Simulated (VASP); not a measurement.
# Ru in VASP: a series of runs

Ru is run at these levels: LDA; tasks: single point.

Everything below comes from runs of VASP 6.6.1. Logs are shortened: lines on timing, memory, paths and dates and some standing lists are left out, and cuts for length are marked.

## (1) The cell of the first run

The cell holds a slab with vacuum, 5 atoms: a = 2.675 Å, b = 2.675 Å, c = 17.321 Å, α = 90.00°, β = 90.00°, γ = 120.00°.

## (2) Single point, LDA

Contents of INCAR:

```
SYSTEM = Ru
PREC = Accurate
ENCUT = 520
EDIFF = 1E-6
ISMEAR = -1
SIGMA = 0.1
LREAL = .False.
LASPH = .True.
NELM = 80
ALGO = Normal
ISIF = 2
LWAVE = .False.
LCHARG = .False.
LDIPOL = .True.
IDIPOL = 3
DIPOL = 0.5 0.5 0.500
NBANDS = 43
```

Contents of KPOINTS:

```
regular mesh
0
Gamma
  14 14 1
  0 0 0
```

Contents of POSCAR:

```
Ru
1.0
    2.6752522144      0.0000000000      0.0000000000
   -1.3376261072      2.3168363792      0.0000000000
    0.0000000000      0.0000000000     17.3210000000
Ru
5
Direct
    0.0000000000      0.0000000000      0.2598010507
    0.3333333333      0.6666666667      0.3772152033
    0.0000000000      0.0000000000      0.5000000004
    0.3333333333      0.6666666667      0.6227847946
    0.0000000000      0.0000000000      0.7401989493
```

Potentials or basis: VASP PAW LDA potentials, release 64 (Ru_pv).

The run is started by

```
$ cat potpaw_LDA.64/Ru_pv/POTCAR > POTCAR
$ mpirun -np 1 vasp_std > vasp.out
```

OUTCAR:

```text
SYSTEM = Ru
   PREC = Accurate
   ENCUT = 520
   EDIFF = 1E-6
   ISMEAR = -1
   LREAL = .False.
   LASPH = .True.
   NELM = 80
   ISIF = 2

 ion  position               nearest neighbor table
   1  0.000  0.000  0.260-   2 2.55   2 2.55   2 2.55
   2  0.333  0.667  0.377-   1 2.55   1 2.55   1 2.55   3 2.63   3 2.63   3 2.63
   3  0.000  0.000  0.500-   4 2.63   4 2.63   4 2.63   2 2.63   2 2.63   2 2.63
   4  0.333  0.667  0.623-   5 2.55   5 2.55   5 2.55   3 2.63   3 2.63   3 2.63
   5  0.000  0.000  0.740-   4 2.55   4 2.55   4 2.55

  LATTYP: Found a hexagonal cell.
 ALAT       =     2.6752522144
 C/A-ratio  =     6.4745297310

  Lattice vectors:

 A1 = (   2.6752522144,   0.0000000000,   0.0000000000)
 A2 = (  -1.3376261072,   2.3168363792,   0.0000000000)
 A3 = (   0.0000000000,   0.0000000000,  17.3210000000)

Analysis of symmetry for initial positions (statically):
=====================================================================
 Subroutine PRICEL returns:
 Original cell was already a primitive cell.

 Routine SETGRP: Setting up the symmetry group for a
 hexagonal supercell.

 Subroutine GETGRP returns: Found 12 space group operations
 (whereof 12 operations were pure point group operations)
 out of a pool of 24 trial point group operations.

The static configuration has the point symmetry D_3h.

Analysis of symmetry for dynamics (positions and initial velocities):
=====================================================================
 Subroutine PRICEL returns:
 Original cell was already a primitive cell.

 Routine SETGRP: Setting up the symmetry group for a
 hexagonal supercell.

 Subroutine GETGRP returns: Found 12 space group operations
 (whereof 12 operations were pure point group operations)
 out of a pool of 24 trial point group operations.

The dynamic configuration has the point symmetry D_3h.

 Subroutine INISYM returns: Found 12 space group operations
 (whereof 12 operations are pure point group operations),
 and found     1 'primitive' translations

----------------------------------------------------------------------------------------

                                     Primitive cell

  volume of cell :     107.3577

  direct lattice vectors                    reciprocal lattice vectors
     2.675252214  0.000000000  0.000000000     0.373796532  0.215811528  0.000000000
    -1.337626107  2.316836379  0.000000000     0.000000000  0.431623057  0.000000000
     0.000000000  0.000000000 17.321000000     0.000000000  0.000000000  0.057733387

  length of vectors
     2.675252214  2.675252214 17.321000000     0.431623057  0.431623057  0.057733387

  position of ions in fractional coordinates (direct lattice)
     0.000000000  0.000000000  0.259801051
     0.333333333  0.666666667  0.377215203
     0.000000000  0.000000000  0.500000000
     0.333333333  0.666666667  0.622784795
     0.000000000  0.000000000  0.740198949

  ion indices of the primitive-cell ions
   primitive index   ion index
                 1           1
                 2           2
                 3           3
                 4           4
                 5           5

----------------------------------------------------------------------------------------

 KPOINTS: regular mesh

Automatic generation of k-mesh.
 Grid dimensions read from file:
 generate k-points for:   14   14    1

 Generating k-lattice:

  Cartesian coordinates                     Fractional coordinates (reciprocal lattice)
     0.026699752  0.015415109  0.000000000     0.071428571 -0.000000000  0.000000000
     0.000000000  0.030830218  0.000000000     0.000000000  0.071428571  0.000000000
     0.000000000  0.000000000  0.057733387     0.000000000  0.000000000  1.000000000

  Length of vectors
     0.030830218  0.030830218  0.057733387

  Shift w.r.t. Gamma in fractional coordinates (k-lattice)
     0.000000000  0.000000000  0.000000000

 Subroutine IBZKPT returns following result:
 ===========================================

 Found     24 irreducible k-points:

 Following reciprocal coordinates:
            Coordinates               Weight
  0.000000  0.000000  0.000000      1.000000
  0.071429  0.000000  0.000000      6.000000
  0.142857  0.000000  0.000000      6.000000
  0.214286  0.000000  0.000000      6.000000
  0.285714  0.000000  0.000000      6.000000
  0.357143  0.000000  0.000000      6.000000
[... 16 lines left out ...]
  0.285714  0.285714  0.000000      6.000000
  0.357143  0.285714  0.000000      6.000000
   k-points           NKPTS =     24   k-points in BZ     NKDIM =     24   number of bands    NBANDS=     43
   number of dos      NEDOS =    301   number of ions     NIONS =      5
   total plane-waves  NPLWV =  56000
   dimension x,y,z NGX =    20 NGY =   20 NGZ =  140
   dimension x,y,z NGXF=    40 NGYF=   40 NGZF=  280
   ions per type =               5
   NGX,Y,Z   is equivalent  to a cutoff of  12.43, 12.43, 13.44 a.u.
   NGXF,Y,Z  is equivalent  to a cutoff of  24.86, 24.86, 26.87 a.u.
 SYSTEM =  Ru
   PREC   = accura    normal or accurate (medium, high low for compatibility)
   ISTART =      0    job   : 0-new  1-cont  2-samecut
   ICHARG =      2    charge: 1-file 2-atom 10-const
   ISPIN  =      1    spin polarized calculation?
   LNONCOLLINEAR =      F non collinear calculations
   LSORBIT =      F    spin-orbit coupling
   LASPH  =      T    aspherical Exc in radial PAW
   ENCUT  =  520.0 eV  38.22 Ry    6.18 a.u.   4.97  4.97 32.21*2*pi/ulx,y,z
   NELM   =     80;   NELMIN=  2; NELMDL= -5     # of ELM steps
   EDIFF  = 0.1E-05   stopping-criterion for ELM
   LREAL  =      F    real-space projection
   EDIFFG = 0.1E-04   stopping-criterion for IOM
   NSW    =      0    number of steps for IOM
   IBRION =     -1    ionic relax: 0-MD 1-quasi-New 2-CG
   NFREE  =      0    steps in history (QN), initial steepest desc. (CG)
   ISIF   =      2    stress and relaxation
   ISYM   =      2    0-nonsym 1-usesym 2-fastsym
   POTIM  = 0.5000    time-step for ionic-motion
   TEBEG  =    0.0;   TEEND  =   0.0 temperature during run
   PSTRESS=    0.0 pullay stress
   NELECT =      70.0000    total number of electrons
   NUPDOWN=      -1.0000    fix difference up-down
   EMIN   =  10.00;   EMAX   =-10.00  energy-range for DOS
   EFERMI =   0.00;   METHOD = LEGACY
   ISMEAR =    -1;   SIGMA  =   0.10  broadening in eV -4-tet -1-fermi 0-gaus
   EFERMI_NEDOS =   21; number of points for ismear=-14 and -15
   IALGO  =     38    algorithm
   IMIX   =      4    mixing-type and parameters
     AMIX     =   0.40;   BMIX     =  1.00
     AMIX_MAG =   1.60;   BMIX_MAG =  1.00
  volume/ion in A,a.u.               =      21.47       144.90
  Fermi-wavevector in a.u.,A,eV,Ry     =   1.419591  2.682638 27.418976  2.015238
  Thomas-Fermi vector in A             =   2.540595
   LORBIT       =      0    0 simple, 1 ext, 2 COOP (PROOUT), +10 PAW based schemes
   GGA     = CA    functional components
   LHFCALC =     F    Hartree Fock is set to
   AEXX    =    0.0000 exact exchange contribution
   IVDW    =     0    specifies the selected vdW correction
   LEPSILON=     F    determine dielectric tensor
   LRPA    =     F    only Hartree local field effects (RPA)
 non-spin polarized calculation
  energy-cutoff  :      520.00
  volume of cell :      107.36
 maximum number of plane-waves:      2945
 NGX is ok and might be reduce to    20
   NGX =  9   NGY =  9   NGZ = 65

 number of electron      70.0000003 magnetization

 dipolmoment           0.000000      0.000000      0.000000 electrons x Angstroem

 Free energy of the ion-electron system (eV)
  ---------------------------------------------------
  ext. energy  EPLUGINS =         0.00000000
  ---------------------------------------------------
  free energy    TOTEN  =       -51.07772350 eV

  energy without entropy =      -50.89905326  energy(sigma->0) =      -50.98838838

 E-fermi :   6.1796     XC(G=0): -10.0341

 val. band max:        6.1683891158   @ k =   0.1429   0.1429   0.0000
 cond. band min:       6.1988062206   @ k =   0.2857   0.0000   0.0000
 fundamental gap:      0.0304171048
 Fermi energy:         6.1795771155

 k-point     1 :       0.0000    0.0000    0.0000
  band No.  band energies     occupation
      1     -37.4486      2.00000
      2     -37.2196      2.00000
      3     -36.6616      2.00000
      4     -36.4890      2.00000
      5     -36.4890      2.00000
      6     -36.4726      2.00000
[... 35 lines left out ...]
     42       7.3800      0.00001
     43       7.4392      0.00001

 k-point     2 :       0.0714    0.0000    0.0000
  band No.  band energies     occupation
      1     -37.4319      2.00000
      2     -37.2119      2.00000
      3     -36.6909      2.00000
      4     -36.5385      2.00000
      5     -36.5013      2.00000
      6     -36.4835      2.00000
[... 35 lines left out ...]
     42       7.0984      0.00020
     43       7.4007      0.00001

 k-point     3 :       0.1429    0.0000    0.0000
  band No.  band energies     occupation
      1     -37.3844      2.00000
      2     -37.1932      2.00000
      3     -36.7885      2.00000
      4     -36.6677      2.00000
      5     -36.5352      2.00000
      6     -36.5139      2.00000
[... 35 lines left out ...]
     42       7.4422      0.00001
     43       7.6452      0.00000

 k-point     4 :       0.2143    0.0000    0.0000
  band No.  band energies     occupation
      1     -37.3147      2.00000
      2     -37.1786      2.00000
      3     -36.9434      2.00000
      4     -36.8429      2.00000
      5     -36.5836      2.00000
      6     -36.5575      2.00000
[... 863 lines left out ...]
     42      12.1091      0.00000
     43      12.7613      0.00000

 k-point    23 :       0.2857    0.2857    0.0000
  band No.  band energies     occupation
      1     -37.2850      2.00000
      2     -37.2222      2.00000
      3     -37.1871      2.00000
      4     -37.0500      2.00000
      5     -37.0276      2.00000
      6     -36.9875      2.00000
[... 35 lines left out ...]
     42      12.3680      0.00000
     43      13.0763      0.00000

 k-point    24 :       0.3571    0.2857    0.0000
  band No.  band energies     occupation
      1     -37.2661      2.00000
      2     -37.2050      2.00000
      3     -37.1677      2.00000
      4     -37.0829      2.00000
      5     -37.0616      2.00000
      6     -37.0120      2.00000
[... 35 lines left out ...]
     42      13.5710      0.00000
     43      13.8666      0.00000

------------------------ aborting loop because EDIFF is reached ----------------------------------------

 vacuum level on the upper side and lower side of the slab       (xc-potential included)        -0.820        -0.820

  FORCE on cell =-STRESS in cart. coord.  units (eV):
  Direction    XX          YY          ZZ          XY          YZ          ZX
  --------------------------------------------------------------------------------------
  -------------------------------------------------------------------------------------
  Total       -2.8391335     -2.8391335      0.4346783      0.0000000      0.0000000      0.0000000
  in kB      -42.3704753    -42.3704753      6.4870240      0.0000000      0.0000000      0.0000000
  external PRESSURE =     -26.0846422 kB  Pullay stress =       0.0000000 kB

 VOLUME and BASIS-vectors are now :
 -----------------------------------------------------------------------------
  energy-cutoff  :      520.00
  volume of cell :      107.36
      direct lattice vectors                 reciprocal lattice vectors
     2.675252214  0.000000000  0.000000000     0.373796532  0.215811528  0.000000000
    -1.337626107  2.316836379  0.000000000     0.000000000  0.431623057  0.000000000
     0.000000000  0.000000000 17.321000000     0.000000000  0.000000000  0.057733387

 POSITION                                       TOTAL-FORCE (eV/Angst)
 -----------------------------------------------------------------------------------
      0.00000      0.00000      4.50001         0.000000     -0.000000     -0.068244
     -0.00000      1.54456      6.53374         0.000000      0.000000      0.017121
      0.00000      0.00000      8.66050        -0.000000      0.000000      0.000000
     -0.00000      1.54456     10.78726        -0.000000     -0.000000     -0.017121
      0.00000      0.00000     12.82099         0.000000      0.000000      0.068244
 -----------------------------------------------------------------------------------
    total drift:                                0.000000     -0.000000      0.000073

  FREE ENERGIE OF THE ION-ELECTRON SYSTEM (eV)
  ---------------------------------------------------
  free  energy   TOTEN  =       -51.0777235031 eV

  energy  without entropy=      -50.8990532569  energy(sigma->0) =      -50.98838838

 vacuum level on the upper side and lower side of the slab        10.714        10.714
```

Wall time 3.4 min (1 thread of Intel Xeon 6975P-C, shared host); peak memory 0.23 GiB.

What came out:

- Free energy: -51.0777 eV
- Largest force: 0.068 eV/Å
- Band gap on the k mesh: zero (band 35 reaches 7.67 eV, above the bottom of band 36 at 5.05 eV)

Forces in eV/Å, atoms in the order of the input:
```
Ru   0.000  0.000 -0.068
Ru   0.000  0.000  0.017
Ru   0.000  0.000  0.000
Ru   0.000  0.000 -0.017
Ru   0.000  0.000  0.068
```

Levels at points of the mesh, in eV from the Fermi level:
| k point | band 32 | band 33 | band 34 | band 35 | band 36 | band 37 |
| --- | --- | --- | --- | --- | --- | --- |
| (0.00, 0.00, 0.00) | -2.09 | -2.09 | -1.36 | -1.08 | -1.08 | -0.28 |
| (0.50, 0.00, 0.00) | 0.63 | 0.73 | 0.97 | 1.49 | 1.53 | 1.67 |

## (3) Single point, LDA

Contents of INCAR:

```
PREC     = Accurate       # precision mode
ENCUT    = 520            # plane-wave cutoff, eV
EDIFF    = 1E-7           # SCF threshold, eV
ISMEAR   = -1             # smearing method
SIGMA    = 0.1            # smearing width, eV
LREAL    = F              # projectors in reciprocal space
LASPH    = T              # aspherical terms in the spheres
NELM     = 60             # most SCF steps
ALGO     = Normal         # electronic algorithm
ISIF     = 2              # what is computed and relaxed
LWAVE    = F              # write WAVECAR
LCHARG   = F              # write CHGCAR
LDIPOL   = T            
IDIPOL   = 3            
DIPOL    = 0.5 0.5 0.500
GGA      = CA             # functional
NBANDS   = 43             # bands
```

Contents of KPOINTS:

```
Automatic mesh
0
Gamma
  14 14 1
```

POSCAR is that of step 2.

Potentials or basis: VASP PAW LDA potentials, release 64 (Ru_pv).

The run is started by

```
$ cat potpaw_LDA.64/Ru_pv/POTCAR > POTCAR
$ mpirun -np 1 vasp_std > vasp.out
```

It took 3.5 min on 1 thread of Intel Xeon 6975P-C, shared host; peak memory 0.23 GiB.

Results (log left out):

```yaml
Free_energy: -51.0777 eV
Largest_force: 0.068 eV/Å
Band_gap_on_the_k_mesh: zero (band 35 reaches 7.67 eV, above the bottom of band 36 at 5.05 eV)
```

Forces in eV/Å, atoms in the order of the input:
```
Ru   0.000  0.000 -0.068
Ru   0.000  0.000  0.017
Ru   0.000  0.000  0.000
Ru   0.000  0.000 -0.017
Ru   0.000  0.000  0.068
```

Levels at points of the mesh, in eV from the Fermi level:
```
           k point  band 32  band 33  band 34  band 35  band 36  band 37
(0.00, 0.00, 0.00)    -2.09    -2.09    -1.36    -1.08    -1.08    -0.28
(0.50, 0.00, 0.00)     0.63     0.73     0.97     1.49     1.53     1.67
```

## (4) Single point, LDA

This run uses another cell than the first one, of 30.31 Å³/atom, 1.412 times its volume.

Contents of INCAR:

```
PREC     = Accurate       # precision mode
ENCUT    = 520            # plane-wave cutoff, eV
EDIFF    = 1E-6           # SCF threshold, eV
ISMEAR   = -1             # smearing method
SIGMA    = 0.1            # smearing width, eV
LREAL    = F              # projectors in reciprocal space
LASPH    = T              # aspherical terms in the spheres
NELM     = 80             # most SCF steps
ALGO     = Normal         # electronic algorithm
ISIF     = 2              # what is computed and relaxed
LWAVE    = F              # write WAVECAR
LCHARG   = T              # write CHGCAR
LDIPOL   = T            
IDIPOL   = 3            
DIPOL    = 0.5 0.5 0.500
GGA      = CA             # functional
LELF     = T              # ELF
LVHAR    = T            
LVACPOTAV= T            
NBANDS   = 43             # bands
```

KPOINTS is that of step 3.

Contents of POSCAR:

```
Ru
1.0
    2.6752522144      0.0000000000      0.0000000000
   -1.3376261072      2.3168363792      0.0000000000
    0.0000000000      0.0000000000     24.4488000000
Ru
5
Direct
    0.0000000000      0.0000000000      0.3272140670
    0.3333333340      0.6666666660      0.4136070336
    0.0000000000      0.0000000000      0.4999999997
    0.3333333340      0.6666666660      0.5863929664
    0.0000000000      0.0000000000      0.6727859330
```

The run is started by

```
$ cat potpaw_LDA.64/Ru_pv/POTCAR > POTCAR
$ mpirun -np 1 vasp_std > vasp.out
```

Wall time 5.4 min (1 thread of Intel Xeon 6975P-C, shared host); peak memory 0.27 GiB.

Results (log left out):

| Item | Value |
| --- | --- |
| Free energy | -51.0174 eV |
| Largest force | 0.782 eV/Å |
| Band gap on the k mesh | zero (band 35 reaches 4.32 eV, above the bottom of band 36 at 1.67 eV) |

Forces on the atoms (eV/Å):
```
Ru   0.000  0.000  0.714
Ru   0.000  0.000 -0.782
Ru   0.000  0.000  0.000
Ru   0.000  0.000  0.782
Ru   0.000  0.000 -0.714
```

Levels at points of the mesh, in eV from the Fermi level:
| k point | band 32 | band 33 | band 34 | band 35 | band 36 | band 37 |
| --- | --- | --- | --- | --- | --- | --- |
| (0.00, 0.00, 0.00) | -1.99 | -1.99 | -1.27 | -1.03 | -1.03 | -0.16 |
| (0.50, 0.00, 0.00) | 0.58 | 0.75 | 1.05 | 1.55 | 1.56 | 1.72 |

[end of part 1 of 2]
